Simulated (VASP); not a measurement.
# HfSeS4 (F-43m) in VASP: a series of runs, part 2 of 2

VASP 6.6.1. The steps go on from the part before.

### Step 5. Relaxation of cell and atoms, PBE

This run uses another cell than the first one, of 22.38 Å³/atom, 1.308 times its volume.

Input file INCAR:

```
SYSTEM = HfSeS4
  ALGO = Normal
  EDIFF = 1E-7
  EDIFFG = -0.04
  ENCUT = 600
  GGA = PE
  IBRION = 2
  ISIF = 3
  ISMEAR = 0
  LASPH = .True.
  LCHARG = .False.
  LREAL = .False.
  LWAVE = .False.
  NELM = 80
  NSW = 90
  PREC = Accurate
  SIGMA = 0.1
```

Input file KPOINTS:

```
k-points
0
Gamma
  4 4 4
  0 0 0
```

Input file POSCAR:

```
HfSeS4
1.0
    0.0000000000      4.0646046800      4.0646046800
    4.0646046800      0.0000000000      4.0646046800
    4.0646046800      4.0646046800      0.0000000000
Hf Se S
1 1 4
Direct
    0.2500000000      0.2500000000      0.2500000000
    0.0000000000      0.0000000000      0.0000000000
    0.1239199600      0.6253600100      0.6253600100
    0.6253600100      0.1239199600      0.6253600100
    0.6253600100      0.6253600100      0.1239199600
    0.6253600100      0.6253600100      0.6253600100
```

Launch:

```sh
$ cat potpaw_PBE.64/Hf_pv/POTCAR potpaw_PBE.64/Se/POTCAR potpaw_PBE.64/S/POTCAR > POTCAR
$ mpirun -np 1 vasp_std > vasp.out
```

It took 90 s on 1 thread of Intel Xeon 6975P-C (Granite Rapids), shared host; peak memory 0.36 GiB.

It converged, with:

```
Free energy                            : -26.7841 eV
Relaxed volume                         : 17.12 Å³/atom
Relaxed cell                           : a = 5.257 Å, b = 5.257 Å, c = 5.257 Å, α = 60.00°, β = 60.00°, γ = 60.00°
Space group after relaxing (to 0.05 Å) : F-43m (No. 216)
Energy gained by relaxing              : 298.3 meV/atom
Ionic steps                            : 6
Pressure after relaxing                : -0.3 GPa
Largest force after relaxing           : 0.003 eV/Å
Band gap on the k mesh                 : zero (band 20 reaches 8.51 eV, above the bottom of band 21 at 6.49 eV)
```

Forces on the atoms (eV/Å):
```
Hf   0.000  0.000  0.000
Se   0.000  0.000  0.000
S    0.002 -0.002 -0.002
S   -0.002  0.002 -0.002
S   -0.002 -0.002  0.002
S    0.002  0.002  0.002
```

Step by step:
| step | energy change (eV) | largest force (eV/Å) | pressure (GPa) | volume (Å³) |
| --- | --- | --- | --- | --- |
| 1 | 0.0000 | 0.2342 | -13.87 | 134.30 |
| 2 | -1.7656 | 0.2425 | 2.20 | 100.05 |
| 3 | -1.7802 | 0.2485 | 0.13 | 102.20 |
| 4 | -1.7795 | 0.2500 | -0.39 | 102.78 |
| 5 | -1.7878 | 0.1030 | -0.37 | 102.76 |
| 6 | -1.7895 | 0.0034 | -0.33 | 102.75 |

Final structure:
```
Hf Se S
1.0
     0.00000    3.71746    3.71746
     3.71746    0.00000    3.71746
     3.71746    3.71746    0.00000
Hf Se S
1 1 4
Cartesian
  1.8587 1.8587 1.8587
  0.0000 0.0000 0.0000
  4.6324 2.8025 2.8025
  2.8025 4.6324 2.8025
  2.8025 2.8025 4.6324
  4.6324 4.6324 4.6324
```

Levels at points of the mesh, in eV from the Fermi level:
```csv
k point,band 15,band 16,band 17,band 18,band 19,band 20,band 21,band 22,band 23,band 24
"(0.00, 0.00, 0.00)",-1.98,-1.98,-1.98,0.67,1.24,1.24,1.24,2.24,2.24,2.24
"(0.50, 0.00, 0.00)",-2.93,-2.74,-2.74,-1.00,-0.06,-0.06,1.12,1.32,1.49,1.49
"(0.50, 0.50, 0.00)",-3.04,-3.04,-2.62,-2.59,-1.00,-0.78,-0.78,1.89,1.89,1.93
```

Caveat: the volume moved by over 15 % at a fixed basis, so the end points are rough; spin-orbit coupling is left out, which moves the levels of the heavy elements.

### Step 6. Relaxation of cell and atoms, PBE

Input file INCAR:

```
SYSTEM = HfSeS4
ALGO = Normal
EDIFF = 1E-6
EDIFFG = -0.01
ENCUT = 600
GGA = PE
IBRION = 2
ISIF = 3
ISMEAR = 0
LASPH = .TRUE.
LCHARG = .FALSE.
LREAL = .FALSE.
LWAVE = .FALSE.
NELM = 60
NSW = 100
PREC = Accurate
SIGMA = 0.1
```

Input file KPOINTS:

```
k-points
0
G
  10 10 10
  0 0 0
```

Input file POSCAR:

```
HfSeS4
1.0
    0.0000000000      3.7162978695      3.7162978695
    3.7162978695      0.0000000000      3.7162978695
    3.7162978695      3.7162978695      0.0000000000
Hf Se S
1 1 4
Direct
    0.7500000000      0.7500000000      0.7500000000
    0.0000000000      0.0000000000      0.0000000000
    0.3767896600      0.3767896600      0.8696310200
    0.8696310200      0.3767896600      0.3767896600
    0.3767896600      0.3767896600      0.3767896600
    0.3767896600      0.8696310200      0.3767896600
```

Potentials or basis: VASP PAW PBE potentials, release 64 (Hf_pv, Se, S).

Launch:

```sh
$ cat potpaw_PBE.64/Hf_pv/POTCAR potpaw_PBE.64/Se/POTCAR potpaw_PBE.64/S/POTCAR > POTCAR
$ mpirun -np 1 vasp_std > vasp.out
```

It took 3.1 min on 1 thread of Intel Xeon 6975P-C (Granite Rapids), shared host; peak memory 0.37 GiB.

It converged, with:

- Free energy: -27.0248 eV
- Relaxed volume: 16.96 Å³/atom
- Relaxed cell: a = 5.241 Å, b = 5.241 Å, c = 5.241 Å, α = 60.00°, β = 60.00°, γ = 60.00°
- Space group after relaxing (to 0.05 Å): F-43m (No. 216)
- Energy gained by relaxing: 1.0 meV/atom
- Ionic steps: 5
- Pressure after relaxing: 0.0 GPa
- Band gap on the k mesh: zero (band 20 reaches 8.60 eV, above the bottom of band 21 at 6.63 eV)

Step by step:
```
step  energy change (eV)  largest force (eV/Å)  pressure (GPa)  volume (Å³)
   1              0.0000                0.1544           -0.83       102.65
   2             -0.0049                0.0467            0.39       101.35
   3             -0.0050                0.0614            0.22       101.51
   4             -0.0057                0.0129            0.05       101.72
   5             -0.0057                0.0005            0.02       101.77
```

Final structure:
```
Hf Se S
1.0
     0.00000    3.70568    3.70568
     3.70568    0.00000    3.70568
     3.70568    3.70568    0.00000
Hf Se S
1 1 4
Direct
  0.75000 0.75000 0.75000
  0.00000 0.00000 0.00000
  0.37765 0.37765 0.86704
  0.86704 0.37765 0.37765
  0.37765 0.37765 0.37765
  0.37765 0.86704 0.37765
```

Levels at points of the mesh, in eV from the Fermi level:
```tsv
k point	band 18	band 19	band 20	band 21	band 22	band 23
(0.00, 0.00, 0.00)	0.56	1.10	1.10	1.10	2.15	2.15
(0.50, 0.00, 0.00)	-1.04	-0.17	-0.17	1.01	1.18	1.39
(0.50, 0.50, 0.00)	-2.81	-1.06	-0.87	-0.87	1.77	1.77
```

Caveat: spin-orbit coupling is left out, which moves the levels of the heavy elements.

### Step 7. The runs side by side

| task | cell | k mesh | cutoff (eV) | gap on the mesh (eV) | pressure (GPa) | relaxed volume (Å³/atom) | largest force (eV/Å) |
| --- | --- | --- | --- | --- | --- | --- | --- |
| single point | a = 5.256 Å, angles 60.0°, 6 atoms | 4 × 4 × 4 | 520 | none | -0.3 | - | 0.02 |
| single point | a = 5.748 Å, angles 60.0°, 6 atoms | 4 × 4 × 4 | 520 | none | -13.9 | - | 0.23 |
| single point | a = 5.249 Å, angles 60.0°, 6 atoms | 10 × 10 × 10 | 520 | none | -0.5 | - | 0.01 |
| relaxation of cell and atoms | relaxed from a = 5.748 Å, angles 60.0°, 6 atoms | 4 × 4 × 4 | 600 | none | -0.3 | 17.12 | - |
| relaxation of cell and atoms | relaxed from a = 5.256 Å, angles 60.0°, 6 atoms | 10 × 10 × 10 | 600 | none | 0.0 | 16.96 | - |

Alike in all rows: level PBE; potentials or basis VASP PAW PBE potentials, release 64 (Hf_pv, Se, S); no spin polarisation; smearing gaussian 0.1 eV.

Caveats: some runs use coarse meshes; spin-orbit coupling is left out, which moves the levels of the heavy elements; the volume moved by over 15 % at a fixed basis, so the end points are rough (some runs).

Total energies depend on the potentials used, so only differences within one code and one set of settings carry meaning.
